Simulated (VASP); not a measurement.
# Fe (Fd-3m) in VASP: a series of runs

The runs below take Fe through single point, with revPBE.

All numbers are computed with VASP 6.6.1; they aren't measurements. Logs are shortened: lines on timing, memory, paths and dates and some standing lists are left out, and cuts for length are marked.

## Step 1: The cell of the first run

The structure is cubic, space group Fd-3m (No. 227). Conventional cell: a = 5.030 Å, b = 5.030 Å, c = 5.030 Å, α = 90.00°, β = 90.00°, γ = 90.00°. Fe (site symmetry -43m) has 4 Fe at 2.18 Å within 2.9 Å.

## Step 2: Single point, revPBE, collinear spin, antiferromagnetic start (volume scaled by 1.08)

INCAR

```
PREC = Accurate
ENCUT = 520
EDIFF = 1E-6
ISMEAR = -1
SIGMA = 0.05
LREAL = F
LASPH = T
NELM = 150
ALGO = Normal
ISIF = 2
LWAVE = F
LCHARG = F
ISPIN = 2
MAGMOM = 2.5 -2.5
LORBIT = 11
LMAXMIX = 4
GGA = RE
NBANDS = 19
```

KPOINTS

```
Automatic mesh
0
Gamma
  13 13 13
```

POSCAR

```
Fe
1.0
    0.0000000000      2.5151991602      2.5151991602
    2.5151991602      0.0000000000      2.5151991602
    2.5151991602      2.5151991602      0.0000000000
Fe
2
Direct
    0.1250000000      0.1250000000      0.1250000000
    0.8750000000      0.8750000000      0.8750000000
```

Potentials or basis: VASP PAW PBE potentials, release 64 (Fe).

On the command line:

```
cat potpaw_PBE.64/Fe/POTCAR > POTCAR
mpirun -np 1 vasp_std > vasp.out
```

OUTCAR:

```text
PREC = Accurate
   ENCUT = 520
   EDIFF = 1E-6
   ISMEAR = -1
   LREAL = F
   LASPH = T
   NELM = 150
   ISIF = 2
   ISPIN = 2
   LORBIT = 11
   GGA = RE

 ion  position               nearest neighbor table
   1  0.125  0.125  0.125-   2 2.18   2 2.18   2 2.18   2 2.18
   2  0.875  0.875  0.875-   1 2.18   1 2.18   1 2.18   1 2.18

  LATTYP: Found a face centered cubic cell.
 ALAT       =     5.0303983204

  Lattice vectors:

 A1 = (   0.0000000000,   2.5151991602,   2.5151991602)
 A2 = (   2.5151991602,   0.0000000000,   2.5151991602)
 A3 = (   2.5151991602,   2.5151991602,   0.0000000000)

Analysis of symmetry for initial positions (statically):
=====================================================================
 Subroutine PRICEL returns:
 Original cell was already a primitive cell.

 Routine SETGRP: Setting up the symmetry group for a
 face centered cubic supercell.

 Subroutine GETGRP returns: Found 48 space group operations
 (whereof 12 operations were pure point group operations)
 out of a pool of 48 trial point group operations.

The static configuration has the point symmetry D_3d.
 The point group associated with its full space group is O_h .

Analysis of symmetry for dynamics (positions and initial velocities):
=====================================================================
 Subroutine PRICEL returns:
 Original cell was already a primitive cell.

 Routine SETGRP: Setting up the symmetry group for a
 face centered cubic supercell.

 Subroutine GETGRP returns: Found 48 space group operations
 (whereof 12 operations were pure point group operations)
 out of a pool of 48 trial point group operations.

The dynamic configuration has the point symmetry D_3d.
 The point group associated with its full space group is O_h .

Analysis of structural, dynamic, and magnetic symmetry:
=====================================================================
 Subroutine PRICEL returns:
 Original cell was already a primitive cell.

 Routine SETGRP: Setting up the symmetry group for a
 face centered cubic supercell.

 Subroutine GETGRP returns: Found 48 space group operations
 (whereof 12 operations were pure point group operations)
 out of a pool of 48 trial point group operations.

The overall configuration has the point symmetry D_3d.
 The point group associated with its full space group is O_h .
[... 111 lines left out ...]
   NUPDOWN=      -1.0000    fix difference up-down
   EMIN   =  10.00;   EMAX   =-10.00  energy-range for DOS
   EFERMI =   0.00;   METHOD = LEGACY
   ISMEAR =    -1;   SIGMA  =   0.05  broadening in eV -4-tet -1-fermi 0-gaus
   EFERMI_NEDOS =   21; number of points for ismear=-14 and -15
   IALGO  =     38    algorithm
   IMIX   =      4    mixing-type and parameters
     AMIX     =   0.40;   BMIX     =  1.00
     AMIX_MAG =   1.60;   BMIX_MAG =  1.00
  volume/ion in A,a.u.               =      15.91       107.38
  Fermi-wavevector in a.u.,A,eV,Ry     =   1.301765  2.459978 23.056310  1.694591
  Thomas-Fermi vector in A             =   2.432877
   LORBIT       =     11    0 simple, 1 ext, 2 COOP (PROOUT), +10 PAW based schemes
   GGA     = RE    functional components
   LHFCALC =     F    Hartree Fock is set to
   AEXX    =    0.0000 exact exchange contribution
   IVDW    =     0    specifies the selected vdW correction
   LEPSILON=     F    determine dielectric tensor
   LRPA    =     F    only Hartree local field effects (RPA)
 spin polarized calculation
  energy-cutoff  :      520.00
  volume of cell :       31.82
 maximum number of plane-waves:       881
   NGX = 13   NGY = 13   NGZ = 13

 number of electron      16.0000002 magnetization      -0.0000000

 number of electron      16.0000002 magnetization       0.0000000

 Free energy of the ion-electron system (eV)
  ---------------------------------------------------
  ext. energy  EPLUGINS =         0.00000000
  ---------------------------------------------------
  free energy    TOTEN  =       -13.08325578 eV

  energy without entropy =      -13.05945200  energy(sigma->0) =      -13.07135389

 E-fermi :   2.9246     XC(G=0): -10.9617

 val. band max:        2.9181178389   @ k =  -0.1538   0.1538   0.0000
 cond. band min:       2.9482635981   @ k =   0.4615   0.2308   0.0000
 fundamental gap:      0.0301457593
 Fermi energy:         2.9246458333

 spin component 1

 k-point     1 :       0.0000    0.0000    0.0000
  band No.  band energies     occupation
      1      -3.2769      1.00000
      2       0.5340      1.00000
      3       0.5340      1.00000
      4       0.7390      1.00000
      5       0.7390      1.00000
      6       0.7390      1.00000
[... 517 lines left out ...]
     18      20.2686      0.00000
     19      21.4840      0.00000

 [... further k-points ...]

 spin component 2

 k-point     1 :       0.0000    0.0000    0.0000
  band No.  band energies     occupation
      1      -3.2769      1.00000
      2       0.5340      1.00000
      3       0.5340      1.00000
      4       0.7390      1.00000
      5       0.7390      1.00000
      6       0.7390      1.00000
[... 517 lines left out ...]
     18      20.2686      0.00000
     19      21.4840      0.00000

 [... further k-points ...]
[... 5 lines left out ...]
  --------------------------------------------------------------------------------------
  -------------------------------------------------------------------------------------
  Total       -2.0388041     -2.0388041     -2.0388041      0.0000000      0.0000000      0.0000000
  in kB     -102.6452704   -102.6452704   -102.6452704      0.0000000      0.0000000      0.0000000
  external PRESSURE =    -102.6452704 kB  Pullay stress =       0.0000000 kB

 VOLUME and BASIS-vectors are now :
 -----------------------------------------------------------------------------
  energy-cutoff  :      520.00
  volume of cell :       31.82
      direct lattice vectors                 reciprocal lattice vectors
     0.000000000  2.515199160  2.515199160    -0.198791415  0.198791415  0.198791415
     2.515199160  0.000000000  2.515199160     0.198791415 -0.198791415  0.198791415
     2.515199160  2.515199160  0.000000000     0.198791415  0.198791415 -0.198791415

 POSITION                                       TOTAL-FORCE (eV/Angst)
 -----------------------------------------------------------------------------------
      0.62880      0.62880      0.62880        -0.000000      0.000000      0.000000
      4.40160      4.40160      4.40160         0.000000     -0.000000     -0.000000
 -----------------------------------------------------------------------------------
    total drift:                                0.000000     -0.000000     -0.000000

  FREE ENERGIE OF THE ION-ELECTRON SYSTEM (eV)
  ---------------------------------------------------
  free  energy   TOTEN  =       -13.0832557831 eV

  energy  without entropy=      -13.0594519952  energy(sigma->0) =      -13.07135389

 total charge

# of ion       s       p       d       tot
------------------------------------------
    1        0.548   0.381   6.377   7.306
    2        0.548   0.381   6.377   7.306
--------------------------------------------------
tot          1.095   0.763  12.754  14.613

 magnetization (x)

# of ion       s       p       d       tot
------------------------------------------
    1       -0.000  -0.000  -0.001  -0.001
    2        0.000   0.000   0.001   0.001
--------------------------------------------------
tot          0.000   0.000   0.000   0.000
```

OSZICAR:

```text
N       E                     dE             d eps       ncg     rms          rms(c)
DAV:   1     0.841128012869E+02    0.84113E+02   -0.66652E+03  6416   0.988E+02
DAV:   2    -0.109194098387E+02   -0.95032E+02   -0.81482E+02  6414   0.196E+02
DAV:   3    -0.144402341175E+02   -0.35208E+01   -0.33050E+01  7149   0.502E+01
DAV:   4    -0.144720931743E+02   -0.31859E-01   -0.31838E-01  7243   0.454E+00
DAV:   5    -0.144725139206E+02   -0.42075E-03   -0.42074E-03  7174   0.483E-01    0.125E+01
DAV:   6    -0.133434162813E+02    0.11291E+01   -0.61476E+00  7436   0.495E+01    0.674E+00
DAV:   7    -0.129973258138E+02    0.34609E+00   -0.10380E+00  7609   0.194E+01    0.281E+00
DAV:   8    -0.130256126212E+02   -0.28287E-01   -0.39707E-02 10063   0.302E+00    0.159E+00
DAV:   9    -0.130595335652E+02   -0.33921E-01   -0.47326E-02  9966   0.533E+00    0.876E-01
DAV:  10    -0.130756179746E+02   -0.16084E-01   -0.27964E-02 10839   0.403E+00    0.400E-01
DAV:  11    -0.130809004097E+02   -0.52824E-02   -0.12328E-02 10722   0.259E+00    0.333E-01
DAV:  12    -0.130830823241E+02   -0.21819E-02   -0.14548E-02  9994   0.345E+00    0.190E-01
DAV:  13    -0.130830282871E+02    0.54037E-04   -0.31487E-03  9788   0.138E+00    0.105E-01
DAV:  14    -0.130832200994E+02   -0.19181E-03   -0.54865E-04  9439   0.709E-01    0.411E-02
DAV:  15    -0.130832505869E+02   -0.30488E-04   -0.16760E-04 10782   0.311E-01    0.991E-03
DAV:  16    -0.130832552957E+02   -0.47088E-05   -0.31279E-05  9884   0.600E-02    0.501E-03
DAV:  17    -0.130832557831E+02   -0.48738E-06   -0.10056E-06  4731   0.208E-02
   1 F= -.13083256E+02 E0= -.13071354E+02  d E =-.238038E-01  mag=     0.0000
```

stdout:

```text
POSCAR found type information on POSCAR Fe
 POSCAR found :  1 types and       2 ions
 scaLAPACK will be used
 -----------------------------------------------------------------------------
|                                                                             |
|                                                                             |
|     You enforced a specific xc type in the INCAR file but a different       |
|     I HOPE YOU KNOW WHAT YOU ARE DOING!                                     |
|                                                                             |
 -----------------------------------------------------------------------------

 LDA part: xc-table for (Slater+PW92), standard interpolation
 POSCAR, INCAR and KPOINTS ok, starting setup
 FFT: planning ... GRIDC
 FFT: planning ... GRID_SOFT
 FFT: planning ... GRID
 WAVECAR not read
 entering main loop
```

It took 66 s on 1 thread of Intel Xeon 6975P-C (Granite Rapids), shared host; peak memory 0.21 GiB.

Results:

| Property | Result |
| --- | --- |
| Free energy | -13.0833 eV |
| Pressure | -10.3 GPa |
| Band gap on the k mesh | zero (filled and empty bands overlap) |
| Net moment | 0.00 μB per cell |
| Valence electrons inside the program's atomic spheres | Fe 7.31 |

Caveat: the starting moments collapsed, and a magnetic state may lie lower; the PAW data sets were made with another functional, which shifts forces and pressure a little.

## Step 3: Single point, revPBE, collinear spin, antiferromagnetic start (volume scaled by 1.12)

INCAR

```
  PREC = Accurate
  ENCUT = 520
  EDIFF = 1E-7
  ISMEAR = -1
  SIGMA = 0.05
  LREAL = F
  LASPH = T
  NELM = 150
  ALGO = Normal
  ISIF = 2
  LWAVE = F
  LCHARG = F
  ISPIN = 2
  MAGMOM = 2.5 -2.5
  LORBIT = 11
  LMAXMIX = 4
  GGA = RE
  NBANDS = 19
```

KPOINTS is that of step 2.

POSCAR

```
Fe
1.0
    0.0000000000      2.5458753439      2.5458753439
    2.5458753439      0.0000000000      2.5458753439
    2.5458753439      2.5458753439      0.0000000000
Fe
2
Direct
    0.1250000000      0.1250000000      0.1250000000
    0.8750000000      0.8750000000      0.8750000000
```

Potentials or basis: VASP PAW PBE potentials, release 64 (Fe).

On the command line:

```
cat potpaw_PBE.64/Fe/POTCAR > POTCAR
mpirun -np 1 vasp_std > vasp.out
```

OUTCAR:

```text
PREC = Accurate
   ENCUT = 520
   EDIFF = 1E-7
   ISMEAR = -1
   LREAL = F
   LASPH = T
   NELM = 150
   ISIF = 2
   ISPIN = 2
   LORBIT = 11
   GGA = RE

 ion  position               nearest neighbor table
   1  0.125  0.125  0.125-   2 2.20   2 2.20   2 2.20   2 2.20
   2  0.875  0.875  0.875-   1 2.20   1 2.20   1 2.20   1 2.20

  LATTYP: Found a face centered cubic cell.
 ALAT       =     5.0917506878

  Lattice vectors:

 A1 = (   0.0000000000,   2.5458753439,   2.5458753439)
 A2 = (   2.5458753439,   0.0000000000,   2.5458753439)
 A3 = (   2.5458753439,   2.5458753439,   0.0000000000)

Analysis of symmetry for initial positions (statically):
=====================================================================
 Subroutine PRICEL returns:
 Original cell was already a primitive cell.

 Routine SETGRP: Setting up the symmetry group for a
 face centered cubic supercell.

 Subroutine GETGRP returns: Found 48 space group operations
 (whereof 12 operations were pure point group operations)
 out of a pool of 48 trial point group operations.

[... 718 lines left out ...]

 spin component 2

 k-point     1 :       0.0000    0.0000    0.0000
  band No.  band energies     occupation
      1      -3.3856      1.00000
      2       0.3818      1.00000
      3       0.3818      1.00000
      4       0.5575      1.00000
      5       0.5575      1.00000
      6       0.5575      1.00000
[... 517 lines left out ...]
     18      19.6334      0.00000
     19      20.6681      0.00000

 [... further k-points ...]
[... 5 lines left out ...]
  --------------------------------------------------------------------------------------
  -------------------------------------------------------------------------------------
  Total       -2.7635196     -2.7635196     -2.7635196      0.0000000      0.0000000     -0.0000000
  in kB     -134.1626802   -134.1626802   -134.1626802      0.0000000      0.0000000     -0.0000000
  external PRESSURE =    -134.1626802 kB  Pullay stress =       0.0000000 kB

 VOLUME and BASIS-vectors are now :
 -----------------------------------------------------------------------------
  energy-cutoff  :      520.00
  volume of cell :       33.00
      direct lattice vectors                 reciprocal lattice vectors
     0.000000000  2.545875344  2.545875344    -0.196396104  0.196396104  0.196396104
     2.545875344  0.000000000  2.545875344     0.196396104 -0.196396104  0.196396104
     2.545875344  2.545875344  0.000000000     0.196396104  0.196396104 -0.196396104

 POSITION                                       TOTAL-FORCE (eV/Angst)
 -----------------------------------------------------------------------------------
      0.63647      0.63647      0.63647         0.000000      0.000000      0.000000
      4.45528      4.45528      4.45528        -0.000000     -0.000000     -0.000000
 -----------------------------------------------------------------------------------
    total drift:                                0.000000     -0.000000     -0.000000

  FREE ENERGIE OF THE ION-ELECTRON SYSTEM (eV)
  ---------------------------------------------------
  free  energy   TOTEN  =       -12.9957873174 eV

  energy  without entropy=      -12.9707133986  energy(sigma->0) =      -12.98325036

 total charge

# of ion       s       p       d       tot
------------------------------------------
    1        0.535   0.362   6.350   7.247
    2        0.535   0.362   6.350   7.247
--------------------------------------------------
tot          1.070   0.724  12.701  14.495

 magnetization (x)

# of ion       s       p       d       tot
------------------------------------------
    1       -0.000  -0.000  -0.000  -0.000
    2        0.000   0.000   0.000   0.000
--------------------------------------------------
tot          0.000   0.000   0.000   0.000
```

Run time: 79 s. Hardware: 1 thread of Intel Xeon 6975P-C (Granite Rapids), shared host; peak memory 0.22 GiB.

Results:

| Property | Result |
| --- | --- |
| Free energy | -12.9958 eV |
| Pressure | -13.4 GPa |
| Band gap on the k mesh | zero (filled and empty bands overlap) |
| Net moment | 0.00 μB per cell |
| Valence electrons inside the program's atomic spheres | Fe 7.25 |

Caveat: the starting moments collapsed, and a magnetic state may lie lower; the PAW data sets were made with another functional, which shifts forces and pressure a little.

## Step 4: Single point, revPBE (volume scaled by 0.88)

INCAR

```
SYSTEM = Fe
PREC = Accurate
ENCUT = 520
EDIFF = 1E-6
ISMEAR = -1
SIGMA = 0.1
LREAL = .FALSE.
LASPH = .TRUE.
NELM = 60
ALGO = Normal
ISIF = 2
LWAVE = .FALSE.
LCHARG = .TRUE.
GGA = RE
LELF = .TRUE.
LVHAR = .TRUE.
NBANDS = 15
```

KPOINTS

```
regular mesh
0
G
  13 13 13
  0 0 0
```

POSCAR

```
Fe
1.0
    0.0000000000      2.3503803785      2.3503803785
    2.3503803785      0.0000000000      2.3503803785
    2.3503803785      2.3503803785      0.0000000000
Fe
2
Direct
    0.1250000000      0.1250000000      0.1250000000
    0.8750000000      0.8750000000      0.8750000000
```

On the command line:

```
cat potpaw_PBE.64/Fe/POTCAR > POTCAR
mpirun -np 1 vasp_std > vasp.out
```

Wall time 18 s (1 thread of Intel Xeon Platinum 8559C (Emerald Rapids), shared host); peak memory 0.17 GiB.

The run converged. Its results:

| Property | Result |
| --- | --- |
| Free energy | -13.0064 eV |
| Pressure | 21.8 GPa |
| Band gap on the k mesh | zero (band 8 reaches 5.09 eV, above the bottom of band 9 at 4.19 eV) |

Levels at points of the mesh, in eV from the Fermi level:
```
           k point  band 5  band 6  band 7  band 8  band 9  band 10  band 11  band 12
(0.00, 0.00, 0.00)   -2.76   -2.76   -0.45   -0.45   -0.45     1.44     1.44    15.35
```

Caveat: the PAW data sets were made with another functional, which shifts forces and pressure a little; the run has no spin polarisation, though such a crystal can be magnetic. Spin polarisation is off, so any magnetic state and its effect on volume and gap are missing.

(Part 1 of 2 ends here.)
